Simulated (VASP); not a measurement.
Input of a VASP 6.6.1 run:

File INCAR:

```
SYSTEM = Sn
PREC = Accurate ; ENCUT = 520
EDIFF = 1E-7 ; ISMEAR = 0
SIGMA = 0.15 ; LREAL = .FALSE.
LASPH = .TRUE. ; NELM = 60
ALGO = Fast ; ISIF = 2
LWAVE = .FALSE. ; LCHARG = .FALSE.
NBANDS = 13
```

The input KPOINTS:

```
regular mesh
0
G
  22 22 22
  0 0 0
```

Contents of POSCAR:

```
Sn
1.0
   -1.7265390000      1.7755470000      2.3383420000
    1.7265390000     -1.7755470000      2.3383420000
    1.7265390000      1.7755470000     -2.3383420000
Sn
1
Direct
    0.0000000000      0.0000000000      0.0000000000
```

Potentials or basis: VASP PAW LDA potentials, release 64 (Sn_d).

Command:

```sh
$ cat potpaw_LDA.64/Sn_d/POTCAR > POTCAR
$ mpirun -np 1 vasp_std > vasp.out
```

Question: Estimate the pressure.

Answer: -4.8 GPa.

Question: What does it give for the band gap on the k mesh?

Answer: Zero (bands 7 and 8 overlap by 8.90 eV).

Stress tensor (GPa, compression positive):
```
-4.58  0.00  0.00
 0.00 -5.07  0.00
 0.00  0.00 -4.76
```

Caveat: the cell stands under tension; spin-orbit coupling is left out, which moves the levels of the heavy elements.
